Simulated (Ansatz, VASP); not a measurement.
**Two plane-wave programs on WS2**

The input INCAR:

```
PREC = Accurate
ENCUT = 520
EDIFF = 1E-6
ISMEAR = 0
SIGMA = 0.05
LREAL = F
LASPH = T
NELM = 150
ALGO = Normal
ISIF = 2
LWAVE = F
LCHARG = F
ISPIN = 2
MAGMOM = 2 2 0 0 0 0
LORBIT = 11
LMAXMIX = 4
GGA = PE
NBANDS = 39
```

Contents of KPOINTS:

```
regular mesh
0
Gamma
  10 10 2
```

Contents of POSCAR:

```
WS2
1.0
    3.1878273111      0.0000000001      0.0000000000
   -1.5939136556      2.7607394343      0.0000000000
    0.0000000000      0.0000000000     14.8571278143
W S
2 4
Direct
    0.3333333333      0.6666666667      0.2500000000
    0.6666666667      0.3333333333      0.7500000000
    0.3333333333      0.6666666667      0.6442570267
    0.6666666667      0.3333333333      0.1442570267
    0.3333333333      0.6666666667      0.8557429733
    0.6666666667      0.3333333333      0.3557429733
```

Input for Ansatz:

```yaml
crystal:
  lattice:
    - [3.187827311134, 7.88674979471e-11, 0.0]
    - [-1.593913655635, 2.760739434281, 0.0]
    - [0.0, 0.0, 14.8571278143]
  atoms:
    - { symbol: W, position: [0.3333333333333, 0.6666666666667, 0.25], spin: 2.0 }
    - { symbol: W, position: [0.6666666666667, 0.3333333333333, 0.75], spin: 2.0 }
    - { symbol: S, position: [0.3333333333333, 0.6666666666667, 0.6442570267] }
    - { symbol: S, position: [0.6666666666667, 0.3333333333333, 0.1442570267] }
    - { symbol: S, position: [0.3333333333333, 0.6666666666667, 0.8557429733] }
    - { symbol: S, position: [0.6666666666667, 0.3333333333333, 0.3557429733] }
basis:
  ecutwfc: 420
  ecutrho_ratio: 4
kpoints:
  mp_grid: { grid: [10, 10, 2] }
hamiltonian:
  xc: pbe
scf:
  occupations: { method: gaussian, width: 0.05 }
  mixing: { algorithm: anderson, beta: 0.05, ndim: 2 }
output:
  forces: true
  stress: true
magnetization:
  spin_polarized: true
```

Alike in both runs: task single point; functional PBE; k mesh 10 × 10 × 2; occupations gaussian, width 0.05 eV; collinear spin.

|  | VASP | Ansatz |
| --- | --- | --- |
| version | VASP 6.6.1 | Ansatz 0.2.0 |
| potentials or method | VASP PAW PBE potentials, release 64 (W_sv, S), cutoff 520 eV | scalar-relativistic, plane waves, PAW |
| valence electrons in the cell | 52 | 52 |

```csv
,VASP,Ansatz,Ansatz less VASP
gap on the k mesh at the Fermi level (eV),1.78,1.78,-0.007
pressure (GPa),0.0,0.0,+0.04
net moment per atom (μB),0.00,0.00,0.000
```

Ansatz's warnings: seeded moment not kept, stability check not made.

Neither program's run includes spin-orbit coupling.
